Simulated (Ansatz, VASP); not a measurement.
Two plane-wave programs on SnO

```
Sn O
1.0
     3.39454    0.00000    0.00000
    -1.69727    2.93976    0.00000
     0.00000    0.00000    9.28265
Sn O
2 2
Direct
  0.33333 0.66667 0.99406
  0.66667 0.33333 0.49406
  0.33333 0.66667 0.38094
  0.66667 0.33333 0.88094
```

Alike in both runs: task single point; functional PBE; k mesh 9 × 9 × 2; no spin polarisation.

|  | VASP | Ansatz |
| --- | --- | --- |
| version | VASP 6.6.1 | Ansatz 0.2.0 |
| potentials or method | VASP PAW PBE potentials, release 64 (Sn_d, O) | plane waves, PAW |
| plane-wave cutoff (eV) | 520 | 420 |
| occupations | gaussian, width 0.01 eV | fixed |
| valence electrons in the cell | 40 | 40 |

Ansatz gave:

| Property | Result |
| --- | --- |
| gap on the k mesh at the Fermi level (eV) | 1.51 |
| pressure (GPa) | -1.6 |
| traceless stress, the component that is largest in VASP (GPa) | 0.48 |
| rms of the force components (eV/Å) | 0.148 |

Task: Which values does VASP return?

Result: gap on the k mesh at the Fermi level (eV): 1.49; pressure (GPa): -1.5; traceless stress, the component that is largest in VASP (GPa): 0.39; rms of the force components (eV/Å): 0.116.

Atom by atom the forces differ by 0.031 eV/Å (rms over components).
